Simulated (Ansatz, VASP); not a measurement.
**Two plane-wave programs on NaH**

```
Na H
1.0
     3.95328    0.00000    0.00000
    -1.97664    3.42364    0.00000
     0.00000    0.00000    4.82829
Na H
2 2
Direct
  0.33333 0.66667 0.93750
  0.66667 0.33333 0.43750
  0.33333 0.66667 0.43750
  0.66667 0.33333 0.93750
```

Alike in both runs: task single point; functional LDA; k mesh 6 × 6 × 4; no spin polarisation.

|  | VASP | Ansatz |
| --- | --- | --- |
| version | VASP 6.6.1 | Ansatz 0.2.0 |
| potentials or method | VASP PAW LDA potentials, release 64 (Na_pv, H) | plane waves, PAW |
| plane-wave cutoff (eV) | 500 | 420 |
| occupations | gaussian, width 0.01 eV | fixed |
| valence electrons in the cell | 16 | 20 |

```tsv
	VASP	Ansatz	Ansatz less VASP
gap on the k mesh at the Fermi level (eV)	2.98	2.98	+0.001
```

LDA's correlation is that of Perdew and Zunger in VASP and of Perdew and Wang (1992) in Ansatz. VASP's potentials hold 16 valence electrons a cell and Ansatz's 20, so a difference there can come from the potentials and not from the codes. Ansatz's warnings: structure snapped to symmetry.
